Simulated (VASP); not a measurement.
Write the native input for VASP 6.6.1 that does the following.

```yaml
Task: single point
Functional: PBEsol
Potentials_or_basis: VASP PAW PBE potentials, release 64 (B, N)
Cutoff: 600 eV
k_mesh: 10 × 6 × 4
Occupations: gaussian, width 0.05 eV
Spin: no spin polarisation
Dipole_correction: no
Further_INCAR_settings: ALGO = Normal; EDIFF = 1e-06; NBANDS = 26
```

The structure of BN lies in POSCAR:

```
BN
1.0
    2.5037762076      0.0000000000      0.0000000000
    0.0000000000      4.3366676023      0.0000000000
    0.0000000000      0.0000000000      7.0340970058
B N
4 4
Direct
    0.0000000000      0.3333333333      0.2500000000
    0.5000000000      0.8333333333      0.2500000000
    0.5000000000      0.1666666667      0.7500000000
    1.0000000000      0.6666666667      0.7500000000
    0.0000000000      0.3333333333      0.7500000000
    0.5000000000      0.8333333333      0.7500000000
    0.5000000000      0.1666666667      0.2500000000
    1.0000000000      0.6666666667      0.2500000000
```

The input as run:

INCAR

```
PREC = Accurate ; ENCUT = 600
EDIFF = 1E-6 ; ISMEAR = 0
SIGMA = 0.05 ; LREAL = F
LASPH = T ; NELM = 120
ALGO = Normal ; ISIF = 2
LWAVE = F ; LCHARG = T
GGA = PS ; LELF = T
LVHAR = T ; NBANDS = 26
GGA_COMPAT = F
```

KPOINTS

```
regular mesh
0
Gamma
  10 6 4
```

Potentials or basis: VASP PAW PBE potentials, release 64 (B, N).

Launch:

```sh
$ cat potpaw_PBE.64/B/POTCAR potpaw_PBE.64/N/POTCAR > POTCAR
$ mpirun -np 1 vasp_std > vasp.out
```

It gave:

| Property | Result |
| --- | --- |
| Pressure | 0.3 GPa |
| Band gap on the k mesh | 4.25 eV |

Caveat: the PAW data sets were made with another functional, which shifts forces and pressure a little; this functional lacks dispersion, which binds the layers, so the pressure and a relaxed spacing across them are unreliable.

It took 3.3 min on 1 thread of Intel Xeon 8259CL, with other jobs on the host, peak memory 0.27 GiB.
